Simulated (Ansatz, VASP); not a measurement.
## Pb: VASP beside Ansatz

The input INCAR:

```
SYSTEM = Pb
PREC = Accurate ; ENCUT = 520
EDIFF = 1E-6 ; ISMEAR = -1
SIGMA = 0.05 ; LREAL = .False.
LASPH = .True. ; NELM = 80
ALGO = Normal ; ISIF = 2
LWAVE = .False. ; LCHARG = .False.
GGA = PE ; NBANDS = 13
```

File KPOINTS:

```
regular mesh
0
Gamma
  8 8 8
  0 0 0
```

The input POSCAR:

```
Pb
1.0
   -0.0495004000      2.4750200000      2.4750200000
    2.4750200000     -0.0495004000      2.4750200000
    2.4255196000      2.4255196000      0.0000000000
Pb
1
Direct
    0.0000000000      0.0000000000      0.0000000000
```

File input.yaml:

```yaml
crystal:
  lattice:
    - [-0.0495004, 2.47502, 2.47502]
    - [2.47502, -0.0495004, 2.47502]
    - [2.4255196, 2.4255196, 0.0]
  atoms:
    - { symbol: Pb, position: [0.0, 0.0, 0.0] }
hamiltonian:
  xc: pbe
  pseudopotentials: { kind: paw }
kpoints:
  mp_grid: { grid: [8, 8, 8] }
scf:
  occupations: { method: fermi_dirac, width: 0.05 }
output:
  forces: true
  stress: true
  eigenvalues: true
  write_density: true
  write_potential: true
  elf: true
  volumetric_format: npy
```

Alike in both runs: task single point; functional PBE; k mesh 8 × 8 × 8; occupations fermi-dirac, width 0.05 eV; no spin polarisation.

```csv
,VASP,Ansatz
version,VASP 6.6.1,Ansatz 0.2.0
potentials or method,"VASP PAW PBE potentials, release 64 (Pb_d)",Ansatz PAW
plane-wave cutoff (eV),520,420
valence electrons in the cell,14,14
```

|  | VASP | Ansatz | Ansatz less VASP |
| --- | --- | --- | --- |
| gap on the k mesh at the Fermi level (eV) | none | none | - |
| pressure (GPa) | 2.5 | 2.6 | +0.06 |
| traceless stress, the component that is largest in VASP (GPa) | 0.95 | 0.94 | -0.014 |

A gap of «none» marks a metal or a gap that the smearing closes.

Spin-orbit coupling is off throughout.
